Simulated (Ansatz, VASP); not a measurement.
## Mn in VASP and in Ansatz

```
CELL_PARAMETERS angstrom
0.00000 1.80262 1.80262
1.80262 0.00000 1.80262
1.80262 1.80262 0.00000
ATOMIC_POSITIONS crystal
Mn 0.00000 0.00000 0.00000
```

Alike in both runs: task single point; functional r2SCAN; k mesh 17 × 17 × 17; occupations fermi-dirac, width 0.1 eV; no spin polarisation.

```csv
,VASP,Ansatz
version,VASP 6.6.1,Ansatz 0.2.0
potentials or method,"VASP PAW PBE potentials, release 64 (Mn_pv), cutoff 520 eV","plane waves (500 eV) with PAW, scalar-relativistic"
valence electrons in the cell,13,15
```

```tsv
	VASP	Ansatz	Ansatz less VASP
pressure (GPa)	-26.7	-27.0	-0.31
```

VASP's potentials were made for PBE, not for r2SCAN. VASP's potentials hold 13 valence electrons a cell and Ansatz's 15, so a difference there can come from the potentials and not from the codes.
